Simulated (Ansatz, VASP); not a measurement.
## One calculation of TiH, two programs

```
CELL_PARAMETERS angstrom
0.00000 2.08970 2.08970
2.08970 0.00000 2.08970
2.08970 2.08970 0.00000
ATOMIC_POSITIONS crystal
Ti 0.98804 0.98804 0.01196
H 0.50000 0.50000 0.50000
```

Change from the starting cell: all Ti atoms moved +0.050 Å, as atom 1 towards its neighbour atom 2 (H) at 2.090 Å.

Alike in both runs: task single point; functional LDA; k mesh 20 × 20 × 20; occupations gaussian, width 0.15 eV; no spin polarisation.

|  | VASP | Ansatz |
| --- | --- | --- |
| version | VASP 6.6.1 | Ansatz 0.2.0 |
| potentials or method | VASP PAW LDA potentials, release 64 (Ti_sv, H), cutoff 520 eV | scalar-relativistic, plane waves, PAW |
| valence electrons in the cell | 13 | 13 |

Ansatz gave:

- gap on the k mesh at the Fermi level (eV): none
- pressure (GPa): -7.8
- traceless stress, the component that is largest in VASP (GPa): 0.37
- rms of the force components (eV/Å): 0.080

Question: Which values does VASP return?

Answer: gap on the k mesh at the Fermi level (eV): none; pressure (GPa): -7.7; traceless stress, the component that is largest in VASP (GPa): 0.37; rms of the force components (eV/Å): 0.081.

LDA's correlation is that of Perdew and Zunger in VASP and of Perdew and Wang (1992) in Ansatz. Atom by atom the forces differ by 0.001 eV/Å (rms over components). A gap of «none» marks a metal or a gap that the smearing closes.
